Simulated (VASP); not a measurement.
Wanted: the native input for a VASP 6.6.1 run.

```
Task                   : single point
Functional             : PBE
Potentials or basis    : VASP PAW PBE potentials, release 64 (Sn_d, S, O)
Cutoff                 : 520 eV
k mesh                 : 3 × 3 × 2
Occupations            : fermi-dirac, width 0.01 eV
Spin                   : no spin polarisation
Dipole correction      : no
Further INCAR settings : LREAL = Auto; ALGO = Normal; EDIFF = 1e-06; NBANDS = 180
```

The structure of Sn12SO23 (a cell with a defect) lies in POSCAR:

```
Sn12SO23
1.0
    4.7880040000      4.8665820000      0.0000000000
   -4.7880040000      4.8665820000      0.0000000000
    0.0000000000      0.0000000000      9.7226940000
Sn S O
12 1 23
Direct
    0.5127252216     -0.0038315176      0.1781132644
    0.4961784446     -0.0001151075      0.5000000000
    0.5127252216     -0.0038315176      0.8218867356
   -0.0021329626      0.4927818612      0.1683209248
    0.0066289624      0.4995295213      0.5000000000
   -0.0021329626      0.4927818612      0.8316790752
   -0.0313874180     -0.0216252523      0.0000000000
    0.0032623850     -0.0006324688      0.3347604978
    0.0032623850     -0.0006324688      0.6652395022
    0.5025238264      0.4980082246      0.0000000000
    0.5044929163      0.4999630859      0.3345396327
    0.5044929163      0.4999630859      0.6654603673
    0.2889666508      0.0875670868      0.0000000000
    0.3074239050      0.0075469123      0.3354306708
    0.3074239050      0.0075469123      0.6645693292
    0.8086029973      0.5110340686      0.0000000000
    0.8099373387      0.5100659758      0.3374671237
    0.8099373387      0.5100659758      0.6625328763
    0.4947901140      0.6930336827      0.1677396247
    0.4893692063      0.6931063302      0.5000000000
    0.4947901140      0.6930336827      0.8322603753
    0.9690220826      0.1891859307      0.1701875760
    0.9972432023      0.1928985200      0.5000000000
    0.9690220826      0.1891859307      0.8298124240
    0.5294849975      0.3095098117      0.1711961519
    0.5078311430      0.3051456717      0.5000000000
    0.5294849975      0.3095098117      0.8288038481
   -0.0022820367      0.8000829235      0.1717382336
    0.0159940033      0.8057107874      0.5000000000
   -0.0022820367      0.8000829235      0.8282617664
    0.6820163637      0.9780094278      0.0000000000
    0.6972317375      0.9866196483      0.3408000692
    0.6972317375      0.9866196483      0.6591999308
    0.1936223680      0.5077842457      0.0000000000
    0.1972494260      0.4871473921      0.3314942825
    0.1972494260      0.4871473921      0.6685057175
```

These files were run (other wordings do the same):

INCAR

```
SYSTEM = Sn12SO23
PREC = Accurate
ENCUT = 520
EDIFF = 1E-6
ISMEAR = -1
SIGMA = 0.01
LREAL = Auto
LASPH = .True.
NELM = 100
ALGO = Normal
ISIF = 2
LWAVE = .False.
LCHARG = .False.
GGA = PE
NBANDS = 180
```

KPOINTS

```
regular mesh
0
Gamma
  3 3 2
  0 0 0
```

Potentials or basis: VASP PAW PBE potentials, release 64 (Sn_d, S, O).

Run with:

```sh
$ cat potpaw_PBE.64/Sn_d/POTCAR potpaw_PBE.64/S/POTCAR potpaw_PBE.64/O/POTCAR > POTCAR
$ mpirun -np 1 vasp_std > vasp.out
```

Results of the run:

| Property | Result |
| --- | --- |
| Pressure | 5.3 GPa |
| Largest force | 0.078 eV/Å |
| Band gap on the k mesh | 0.83 eV |

Caveat: spin-orbit coupling is left out, which moves the levels of the heavy elements.

Wall time 17 min on 1 thread of AMD EPYC 9R45 96-Core Processor (Zen 5), with other jobs on the host, peak memory 0.76 GiB.
